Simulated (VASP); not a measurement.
The system is Tc.

```
Tc
1.0
     2.51000    0.00000    0.00000
     0.00000    2.51000    0.00000
     0.00000    0.00000    2.51000
Tc
1
Cartesian
  0.0000 0.0000 0.0000
```

| Property | Result |
| --- | --- |
| Program | VASP 6.6.1 |
| Task | relaxation of cell and atoms |
| Functional | PBE |
| Potentials or basis | VASP PAW PBE potentials, release 64 (Tc_pv) |
| Cutoff | 600 eV |
| k mesh | 8 × 8 × 8 |
| Occupations | fermi-dirac, width 0.05 eV |
| Spin | no spin polarisation |

At the start: pressure 6.2 GPa; volume 15.81 Å³/atom.

Task: How do energy, volume and symmetry change on relaxing?

Result: Over 4 steps the energy falls by 7.9 meV/atom and the volume is 16.23 Å³/atom (+2.6 %); space group Pm-3m (No. 221, to 0.05 Å).

The path:
```csv
step,energy change (eV),largest force (eV/Å),pressure (GPa),volume (Å³)
1,0.0000,0.0000,6.24,15.81
2,0.0334,0.0000,-12.07,17.27
3,-0.0079,0.0000,-0.12,16.24
4,-0.0079,0.0000,-0.01,16.23
```

Final structure:
```
Tc
1.0
     2.53194    0.00000    0.00000
     0.00000    2.53194    0.00000
     0.00000    0.00000    2.53194
Tc
1
Direct
  0.00000 0.00000 0.00000
```
